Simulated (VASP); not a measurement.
A run of VASP 6.6.1 is set up as follows.

The input INCAR:

```
SYSTEM = ZnAu
ALGO = Fast
EDIFF = 1E-7
ENCUT = 520
GGA = PE
ISIF = 2
ISMEAR = 0
LASPH = .True.
LCHARG = .False.
LREAL = .False.
LWAVE = .False.
NBANDS = 18
NELM = 80
PREC = Accurate
SIGMA = 0.15
```

The input KPOINTS:

```
k-points
0
Gamma
  16 16 16
  0 0 0
```

POSCAR

```
ZnAu
1.0
    3.2650125000      0.0000000000      0.0000000000
    0.0000000000      3.2650125000      0.0000000000
    0.0000000000      0.0000000000      3.1470000000
Zn Au
1 1
Direct
    0.5000000000      0.5000000000      0.5000000000
    0.0000000000      0.0000000000      0.0000000000
```

Potentials or basis: VASP PAW PBE potentials, release 64 (Zn, Au).

Command:

```sh
$ cat potpaw_PBE.64/Zn/POTCAR potpaw_PBE.64/Au/POTCAR > POTCAR
$ mpirun -np 1 vasp_std > vasp.out
```

Q: Predict the pressure.

A: -3.6 GPa.

Stress tensor (GPa, compression positive):
```
-3.70  0.00  0.00
 0.00 -3.70  0.00
 0.00  0.00 -3.50
```

Caveat: the cell differs from its parent crystal (strain +0.0375 x Voigt [1, 1, 0, 0, 0, 0]).
